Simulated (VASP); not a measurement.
# NbC2 (Imma) in VASP: single point with PBE

Aim: the single point of NbC2 with PBE.

All numbers are computed with VASP 6.6.1; they aren't measurements. Logs are shortened: lines on timing, memory, paths and dates and some standing lists are left out, and cuts for length are marked.

**1. The cell of the first run**

The typed cell holds 6 atoms: a = 4.310 Å, b = 4.310 Å, c = 4.310 Å, α = 123.73°, β = 95.12°, γ = 110.82°.

**2. Single point, PBE**

INCAR

```
SYSTEM = NbC2
ALGO = Normal
EDIFF = 1E-6
ENCUT = 600
GGA = PE
GGA_COMPAT = .FALSE.
ISIF = 2
ISMEAR = 0
LASPH = .TRUE.
LCHARG = .TRUE.
LELF = .TRUE.
LREAL = .FALSE.
LVHAR = .TRUE.
LWAVE = .FALSE.
NBANDS = 30
NELM = 120
PREC = Accurate
SIGMA = 0.2
```

KPOINTS

```
k-points
0
G
  5 5 5
  0 0 0
```

POSCAR

```
NbC2
1.0
   -2.0324360246      2.9084828733      2.4468130309
    2.0324360246     -2.9084828733      2.4468130309
    2.0324360246      2.9084828733     -2.4468130309
Nb C
2 4
Direct
    0.7503663248      1.0003663248      0.7500000000
    0.2496336752     -0.0003663248      0.2500000000
    0.3617917379      0.3619493765      0.9998423614
    0.6382082621      0.6380506235      0.0001576386
    0.8621070150      0.3619493765      0.5001576386
    0.1378929850      0.6380506235      0.4998423614
```

Potentials or basis: VASP PAW PBE potentials, release 64 (Nb_sv, C).

Launch:

```
> cat potpaw_PBE.64/Nb_sv/POTCAR potpaw_PBE.64/C/POTCAR > POTCAR
> mpirun -np 1 vasp_std > vasp.out
```

OUTCAR:

```text
SYSTEM = NbC2
   EDIFF = 1E-6
   ENCUT = 600
   GGA = PE
   ISIF = 2
   ISMEAR = 0
   LASPH = .TRUE.
   LREAL = .FALSE.
   NELM = 120
   PREC = Accurate

 ion  position               nearest neighbor table
   1  0.750  0.000  0.750-   5 2.29   3 2.29   6 2.29   4 2.29   2 2.91   2 2.91
   2  0.250  1.000  0.250-   6 2.29   4 2.29   5 2.29   3 2.29   1 2.91   1 2.91
   3  0.362  0.362  1.000-   4 1.35   1 2.29   2 2.29
   4  0.638  0.638  0.000-   3 1.35   2 2.29   1 2.29
   5  0.862  0.362  0.500-   6 1.35   1 2.29   2 2.29
   6  0.138  0.638  0.500-   5 1.35   2 2.29   1 2.29

  LATTYP: Found a body centered orthorhombic cell.
 ALAT       =     4.0648720492
 B/A-ratio  =     1.2038819433
 C/A-ratio  =     1.4310329270

  Lattice vectors:

 A1 = (   2.0324360246,  -2.9084828733,  -2.4468130309)
 A2 = (  -2.0324360246,  -2.9084828733,   2.4468130309)
 A3 = (  -2.0324360246,   2.9084828733,  -2.4468130309)

Analysis of symmetry for initial positions (statically):
=====================================================================
 Subroutine PRICEL returns:
 Original cell was already a primitive cell.

 Routine SETGRP: Setting up the symmetry group for a
 body centered orthorhombic supercell.

 Subroutine GETGRP returns: Found  8 space group operations
 (whereof  4 operations were pure point group operations)
 out of a pool of  8 trial point group operations.

The static configuration has the point symmetry C_2h.
 The point group associated with its full space group is D_2h.

Analysis of symmetry for dynamics (positions and initial velocities):
=====================================================================
 Subroutine PRICEL returns:
 Original cell was already a primitive cell.

 Routine SETGRP: Setting up the symmetry group for a
 body centered orthorhombic supercell.

 Subroutine GETGRP returns: Found  8 space group operations
 (whereof  4 operations were pure point group operations)
 out of a pool of  8 trial point group operations.

The dynamic configuration has the point symmetry C_2h.
 The point group associated with its full space group is D_2h.

 Subroutine INISYM returns: Found  8 space group operations
 (whereof  4 operations are pure point group operations),
 and found     1 'primitive' translations

----------------------------------------------------------------------------------------

                                     Primitive cell

  volume of cell :      57.8554

  direct lattice vectors                    reciprocal lattice vectors
    -2.032436025  2.908482873  2.446813031     0.000000000  0.171910931  0.204347449
     2.032436025 -2.908482873  2.446813031     0.246010203  0.000000000  0.204347449
     2.032436025  2.908482873 -2.446813031     0.246010203  0.171910931  0.000000000

  length of vectors
     4.310100095  4.310100095  4.310100095     0.267041660  0.319810725  0.300123955

  position of ions in fractional coordinates (direct lattice)
     0.750366325  0.000366325  0.750000000
     0.249633675  0.999633675  0.250000000
     0.361791738  0.361949377  0.999842361
     0.638208262  0.638050623  0.000157639
     0.862107015  0.361949377  0.500157639
     0.137892985  0.638050623  0.499842361

  ion indices of the primitive-cell ions
   primitive index   ion index
                 1           1
                 2           2
                 3           3
                 4           4
                 5           5
                 6           6

----------------------------------------------------------------------------------------

 KPOINTS: k-points

Automatic generation of k-mesh.
 Grid dimensions read from file:
 generate k-points for:    5    5    5

 Generating k-lattice:

  Cartesian coordinates                     Fractional coordinates (reciprocal lattice)
     0.000000000  0.034382186  0.040869490     0.200000000  0.000000000 -0.000000000
     0.049202041  0.000000000  0.040869490     0.000000000  0.200000000  0.000000000
     0.049202041  0.034382186  0.000000000    -0.000000000  0.000000000  0.200000000

  Length of vectors
     0.053408332  0.063962145  0.060024791

  Shift w.r.t. Gamma in fractional coordinates (k-lattice)
     0.000000000  0.000000000  0.000000000

 Subroutine IBZKPT returns following result:
 ===========================================

 Found     27 irreducible k-points:

 Following reciprocal coordinates:
            Coordinates               Weight
  0.000000  0.000000  0.000000      1.000000
  0.200000 -0.000000  0.000000      4.000000
  0.400000 -0.000000  0.000000      4.000000
  0.000000  0.200000 -0.000000      4.000000
  0.200000  0.200000  0.000000      8.000000
  0.400000  0.200000  0.000000      8.000000
[... 16 lines left out ...]
 -0.400000 -0.200000  0.200000      4.000000
 -0.200000 -0.200000  0.200000      2.000000
 [... further k-points ...]
   k-points           NKPTS =     27   k-points in BZ     NKDIM =     27   number of bands    NBANDS=     30
   number of dos      NEDOS =    301   number of ions     NIONS =      6
   total plane-waves  NPLWV =  46656
   dimension x,y,z NGX =    36 NGY =   36 NGZ =   36
   dimension x,y,z NGXF=    72 NGYF=   72 NGZF=   72
   ions per type =               2   4
   NGX,Y,Z   is equivalent  to a cutoff of  13.89, 13.89, 13.89 a.u.
   NGXF,Y,Z  is equivalent  to a cutoff of  27.77, 27.77, 27.77 a.u.
 SYSTEM =  NbC2
   PREC   = accura    normal or accurate (medium, high low for compatibility)
   ISTART =      0    job   : 0-new  1-cont  2-samecut
   ICHARG =      2    charge: 1-file 2-atom 10-const
   ISPIN  =      1    spin polarized calculation?
   LNONCOLLINEAR =      F non collinear calculations
   LSORBIT =      F    spin-orbit coupling
   LASPH  =      T    aspherical Exc in radial PAW
   ENCUT  =  600.0 eV  44.10 Ry    6.64 a.u.   8.61  8.61  8.61*2*pi/ulx,y,z
   NELM   =    120;   NELMIN=  2; NELMDL= -5     # of ELM steps
   EDIFF  = 0.1E-05   stopping-criterion for ELM
   LREAL  =      F    real-space projection
   EDIFFG = 0.1E-04   stopping-criterion for IOM
   NSW    =      0    number of steps for IOM
   IBRION =     -1    ionic relax: 0-MD 1-quasi-New 2-CG
   NFREE  =      0    steps in history (QN), initial steepest desc. (CG)
   ISIF   =      2    stress and relaxation
   ISYM   =      2    0-nonsym 1-usesym 2-fastsym
   POTIM  = 0.5000    time-step for ionic-motion
   TEBEG  =    0.0;   TEEND  =   0.0 temperature during run
   PSTRESS=    0.0 pullay stress
   NELECT =      42.0000    total number of electrons
   NUPDOWN=      -1.0000    fix difference up-down
   EMIN   =  10.00;   EMAX   =-10.00  energy-range for DOS
   EFERMI =   0.00;   METHOD = LEGACY
   ISMEAR =     0;   SIGMA  =   0.20  broadening in eV -4-tet -1-fermi 0-gaus
   EFERMI_NEDOS =   21; number of points for ismear=-14 and -15
   IALGO  =     38    algorithm
   IMIX   =      4    mixing-type and parameters
     AMIX     =   0.40;   BMIX     =  1.00
     AMIX_MAG =   1.60;   BMIX_MAG =  1.00
  volume/ion in A,a.u.               =       9.64        65.07
  Fermi-wavevector in a.u.,A,eV,Ry     =   1.471329  2.780409 29.454025  2.164810
  Thomas-Fermi vector in A             =   2.586478
   LORBIT       =      0    0 simple, 1 ext, 2 COOP (PROOUT), +10 PAW based schemes
   GGA     = PE    functional components
   LHFCALC =     F    Hartree Fock is set to
   AEXX    =    0.0000 exact exchange contribution
   IVDW    =     0    specifies the selected vdW correction
   LEPSILON=     F    determine dielectric tensor
   LRPA    =     F    only Hartree local field effects (RPA)
 non-spin polarized calculation
 Gauss-broadening in eV      SIGMA  =   0.20
  energy-cutoff  :      600.00
  volume of cell :       57.86
 maximum number of plane-waves:      1950
   NGX = 17   NGY = 17   NGZ = 17

 number of electron      42.0000001 magnetization

 Free energy of the ion-electron system (eV)
  ---------------------------------------------------
  ext. energy  EPLUGINS =         0.00000000
  ---------------------------------------------------
  free energy    TOTEN  =       -54.09671451 eV

  energy without entropy =      -54.05210820  energy(sigma->0) =      -54.07441136

 E-fermi :  11.9963     XC(G=0): -13.0082

 val. band max:       11.9519533090   @ k =   0.2000   0.2000   0.0000
 cond. band min:      11.9966454106   @ k =   0.4000   0.4000   0.0000
 fundamental gap:      0.0446921017
 Fermi energy:        11.9963371326

 k-point     1 :       0.0000    0.0000    0.0000
  band No.  band energies     occupation
      1     -43.9754      2.00000
      2     -43.8211      2.00000
      3     -20.4299      2.00000
      4     -20.2153      2.00000
      5     -20.0750      2.00000
      6     -19.9638      2.00000
[... 22 lines left out ...]
     29      16.9932      0.00000
     30      17.2190      0.00000

 k-point     2 :       0.2000   -0.0000    0.0000
  band No.  band energies     occupation
      1     -43.9604      2.00000
      2     -43.8355      2.00000
      3     -20.3698      2.00000
      4     -20.2054      2.00000
      5     -20.0919      2.00000
      6     -19.9435      2.00000
[... 22 lines left out ...]
     29      16.9393      0.00000
     30      17.5300      0.00000

 k-point     3 :       0.4000   -0.0000    0.0000
  band No.  band energies     occupation
      1     -43.9214      2.00000
      2     -43.8737      2.00000
      3     -20.2030      2.00000
      4     -20.1759      2.00000
      5     -20.1325      2.00000
      6     -19.9743      2.00000
[... 22 lines left out ...]
     29      16.2264      0.00000
     30      16.6761      0.00000

 k-point     4 :       0.0000    0.2000   -0.0000
  band No.  band energies     occupation
      1     -43.9637      2.00000
      2     -43.8312      2.00000
      3     -20.4539      2.00000
      4     -20.2031      2.00000
      5     -20.1586      2.00000
      6     -19.8807      2.00000
[... 22 lines left out ...]
     29      16.9078      0.00000
     30      17.5030      0.00000

 k-point     5 :       0.2000    0.2000    0.0000
  band No.  band energies     occupation
      1     -43.9418      2.00000
      2     -43.8522      2.00000
      3     -20.4093      2.00000
      4     -20.2287      2.00000
      5     -20.1885      2.00000
      6     -19.7961      2.00000
[... 22 lines left out ...]
     29      16.3368      0.00000
     30      16.6984      0.00000
[... 526 lines left out ...]
     29      16.5390      0.00000
     30      17.6560      0.00000

 k-point    22 :       0.4000   -0.2000    0.2000
  band No.  band energies     occupation
      1     -43.9085      2.00000
      2     -43.8858      2.00000
      3     -20.2786      2.00000
      4     -20.2757      2.00000
      5     -20.0366      2.00000
      6     -20.0357      2.00000
[... 22 lines left out ...]
     29      15.7191      0.00000
     30      16.6552      0.00000

 k-point    23 :      -0.4000   -0.2000    0.2000
  band No.  band energies     occupation
      1     -43.9243      2.00000
      2     -43.8698      2.00000
      3     -20.4570      2.00000
      4     -20.2413      2.00000
      5     -20.0722      2.00000
      6     -19.9679      2.00000
[... 22 lines left out ...]
     29      16.9461      0.00000
     30      16.9918      0.00000

 k-point    24 :      -0.2000   -0.2000    0.2000
  band No.  band energies     occupation
      1     -43.9529      2.00000
      2     -43.8421      2.00000
      3     -20.4860      2.00000
      4     -20.1694      2.00000
      5     -20.1348      2.00000
      6     -19.8400      2.00000
[... 22 lines left out ...]
     29      16.7873      0.00000
     30      16.8769      0.00000

 [... further k-points ...]
[... 5 lines left out ...]
  --------------------------------------------------------------------------------------
  -------------------------------------------------------------------------------------
  Total       -0.0999875     -0.2165645     -0.1141412      0.0000000      0.0000000      0.0000000
  in kB       -2.7689323     -5.9972715     -3.1608858      0.0000000      0.0000000      0.0000000
  external PRESSURE =      -3.9756965 kB  Pullay stress =       0.0000000 kB

 VOLUME and BASIS-vectors are now :
 -----------------------------------------------------------------------------
  energy-cutoff  :      600.00
  volume of cell :       57.86
      direct lattice vectors                 reciprocal lattice vectors
    -2.032436025  2.908482873  2.446813031     0.000000000  0.171910931  0.204347449
     2.032436025 -2.908482873  2.446813031     0.246010203  0.000000000  0.204347449
     2.032436025  2.908482873 -2.446813031     0.246010203  0.171910931  0.000000000

 POSITION                                       TOTAL-FORCE (eV/Angst)
 -----------------------------------------------------------------------------------
      0.00000      4.36272      0.00179        -0.000000      0.000000      0.003883
      2.03244     -1.45424      2.44502        -0.000000     -0.000000     -0.003883
      2.03244      2.90757     -0.67557         0.000000     -0.002061     -0.090075
     -0.00000      0.00092      3.12238        -0.000000      0.002061      0.090075
      0.00000      2.90940      1.77124         0.000000      0.002061     -0.090075
      2.03244     -0.00092      0.67557        -0.000000     -0.002061      0.090075
 -----------------------------------------------------------------------------------
    total drift:                               -0.000000     -0.000000      0.000000

  FREE ENERGIE OF THE ION-ELECTRON SYSTEM (eV)
  ---------------------------------------------------
  free  energy   TOTEN  =       -54.0967145123 eV

  energy  without entropy=      -54.0521082015  energy(sigma->0) =      -54.07441136
```

Run time: 36 s. Hardware: 1 thread of Intel Xeon 6975P-C (Granite Rapids), shared host; peak memory 0.22 GiB.

What came out:

| Item | Value |
| --- | --- |
| Free energy | -54.0967 eV |
| Pressure | -0.4 GPa |
| Largest force | 0.090 eV/Å |
| Band gap on the k mesh | zero (band 21 reaches 12.28 eV, above the bottom of band 22 at 11.32 eV) |

Forces in eV/Å, atoms in the order of the input:
```
Nb   0.000  0.000  0.004
Nb   0.000  0.000 -0.004
C    0.000 -0.002 -0.090
C    0.000  0.002  0.090
C    0.000  0.002 -0.090
C    0.000 -0.002  0.090
```

Caveat: the k points lie up to 0.40 Å⁻¹ apart.
